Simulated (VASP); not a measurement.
ZrO2: single point with HSE06

ZrO2:

```xyz
3
Lattice="0.0000 2.6465 2.6465 2.6465 0.0000 2.6465 2.6465 2.6465 0.0000" Properties=species:S:1:pos:R:3 pbc="T T T"
Zr    0.0000    0.0000    0.0000
O     1.3233    1.3233    1.3233
O     3.9698    3.9698    3.9698
```

This cell differs from its parent crystal: strain +4.0%.

```json
{"Program": "VASP 6.6.1", "Task": "single point", "Functional": "HSE06", "Potentials or basis": "VASP PAW PBE potentials, release 64 (Zr_sv, O)", "Cutoff": "520 eV", "k mesh": "6 × 6 × 6", "Occupations": "gaussian, width 0.01 eV", "Spin": "no spin polarisation", "Dipole correction": "no", "Grid for exact exchange (PRECFOCK)": "Normal", "Further INCAR settings": "ALGO = Normal; EDIFF = 1e-06; NBANDS = 19", "Share of exact exchange": "0.25", "Screening parameter": "0.2079 1/Å"}
```

| Item | Value |
| --- | --- |
| Pressure | -25.7 GPa |
| Band gap on the k mesh | 4.57 eV (least direct gap 4.89 eV) |

Levels at points of the mesh, in eV from the valence-band top:
```tsv
k point	band 8	band 9	band 10	band 11	band 12	band 13	band 14	band 15	band 16	band 17
(0.00, 0.00, 0.00)	-4.98	-4.98	-0.55	-0.55	-0.55	4.57	4.57	7.17	9.84	9.84
(0.50, 0.00, 0.00)	-3.96	-2.59	-2.51	-1.71	-1.71	5.11	5.11	6.65	9.04	9.04
(0.50, 0.50, 0.00)	-3.24	-3.24	-1.44	-1.44	0.00	4.89	5.81	6.40	7.93	7.93
```

It took 100 min on 1 thread of Intel(R) Xeon(R) Platinum 8375C CPU @ 2.90GHz (Ice Lake) (shared host), peak memory 0.29 GiB.

Caveat: the cell differs from its parent crystal (strain +4.0%); the cell stands under tension; the PAW data sets were made with another functional, which shifts forces and pressure a little. A k mesh can miss the band edges.
